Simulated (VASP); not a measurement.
Eu:

```
CELL_PARAMETERS angstrom
-2.27550 2.27550 2.27550
2.27550 -2.27550 2.27550
2.27550 2.27550 -2.27550
ATOMIC_POSITIONS crystal
Eu 0.00000 0.00000 0.00000
```

| Property | Result |
| --- | --- |
| Program | VASP 6.6.1 |
| Task | relaxation of cell and atoms |
| Functional | BLYP |
| Potentials or basis | VASP PAW PBE potentials, release 64 (Eu) |
| Cutoff | 600 eV |
| k mesh | 10 × 10 × 10 |
| Occupations | fermi-dirac, width 0.05 eV |
| Spin | collinear spin, ferromagnetic start |
| Starting moments | [7.0] μB |

At the start: pressure -0.8 GPa; volume 47.13 Å³/atom.

**Question.** How do energy, volume and symmetry change on relaxing?

**Answer.** Over 7 steps the energy falls by 9.0 meV/atom and the volume is 43.72 Å³/atom (-7.2 %); space group Im-3m (No. 229, to 0.1 Å) before and after; moment 7.18 μB per cell.

The path:
| step | energy change (eV) | largest force (eV/Å) | pressure (GPa) | volume (Å³) |
| --- | --- | --- | --- | --- |
| 1 | 0.0000 | 0.0000 | -0.84 | 47.13 |
| 2 | -0.0067 | 0.0000 | -0.86 | 45.47 |
| 3 | 0.0015 | 0.0000 | 1.16 | 40.73 |
| 4 | -0.0087 | 0.0000 | 0.08 | 43.28 |
| 5 | -0.0089 | 0.0000 | 0.07 | 43.46 |
| 6 | -0.0089 | 0.0000 | -0.14 | 44.25 |
| 7 | -0.0090 | 0.0000 | 0.00 | 43.72 |

Final structure:
```
CELL_PARAMETERS angstrom
-2.21927 2.21927 2.21927
2.21927 -2.21927 2.21927
2.21927 2.21927 -2.21927
ATOMIC_POSITIONS crystal
Eu 0.00000 0.00000 0.00000
```

Caveat: the PAW data sets were made with another functional, which shifts forces and pressure a little; semilocal functionals describe open f shells poorly, which spoils levels, moments and volumes.
